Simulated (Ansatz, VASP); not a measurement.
# One calculation of HgF3, two programs

Contents of INCAR:

```
ALGO = Normal
EDIFF = 1E-6
ENCUT = 520
GGA = PE
ISIF = 2
ISMEAR = -1
LASPH = True
LCHARG = True
LELF = True
LREAL = False
LVHAR = True
LWAVE = False
NBANDS = 24
NELM = 100
PREC = Accurate
SIGMA = 0.05
```

File KPOINTS:

```
k-points
0
Gamma
  8 8 8
```

POSCAR

```
HgF3
1.0
    0.0000000000      2.8631710000      2.8631710000
    2.8631710000      0.0000000000      2.8631710000
    2.8631710000      2.8631710000      0.0000000000
Hg F
1 3
Direct
    0.0125830000      0.0002280000     -0.0084320000
    0.4993640000      0.4945330000      0.5103970000
    0.7627580000      0.7357030000      0.7376920000
    0.2636780000      0.2487450000      0.2377080000
```

input.yaml

```yaml
crystal:
  lattice:
    - [0.0, 2.863171, 2.863171]
    - [2.863171, 0.0, 2.863171]
    - [2.863171, 2.863171, 0.0]
  atoms:
    - { symbol: Hg, position: [0.012583, 0.000228, -0.008432] }
    - { symbol: F, position: [0.499364, 0.494533, 0.510397] }
    - { symbol: F, position: [0.762758, 0.735703, 0.737692] }
    - { symbol: F, position: [0.263678, 0.248745, 0.237708] }
hamiltonian:
  xc: pbe
  pseudopotentials: { kind: paw }
kpoints:
  mp_grid: { grid: [8, 8, 8] }
scf:
  occupations: { method: fermi_dirac, width: 0.05 }
output:
  forces: true
  stress: true
  eigenvalues: true
```

Change from the starting cell: atoms moved at random, drawn with an rms of 0.05 Å.

Alike in both runs: task single point; functional PBE; k mesh 8 × 8 × 8; occupations fermi-dirac, width 0.05 eV; no spin polarisation.

|  | VASP | Ansatz |
| --- | --- | --- |
| version | VASP 6.6.1 | Ansatz 0.2.0 |
| potentials or method | VASP PAW PBE potentials, release 64 (Hg, F) | Ansatz PAW |
| plane-wave cutoff (eV) | 520 | 420 |
| valence electrons in the cell | 33 | 41 |

|  | VASP | Ansatz | Ansatz less VASP |
| --- | --- | --- | --- |
| gap on the k mesh at the Fermi level (eV) | none | none | - |
| pressure (GPa) | 1.8 | 1.6 | -0.23 |
| traceless stress, the component that is largest in VASP (GPa) | 0.30 | 0.32 | +0.027 |
| rms of the force components (eV/Å) | 0.095 | 0.091 | -0.0035 |

Atom by atom the forces differ by 0.005 eV/Å (rms over components). A gap of «none» marks a metal or a gap that the smearing closes. The functional is the same, so the differences come from potentials, cutoffs and numerics. VASP's potentials hold 33 valence electrons a cell and Ansatz's 41, so a difference there can come from the potentials and not from the codes.

Neither program's run includes spin-orbit coupling.
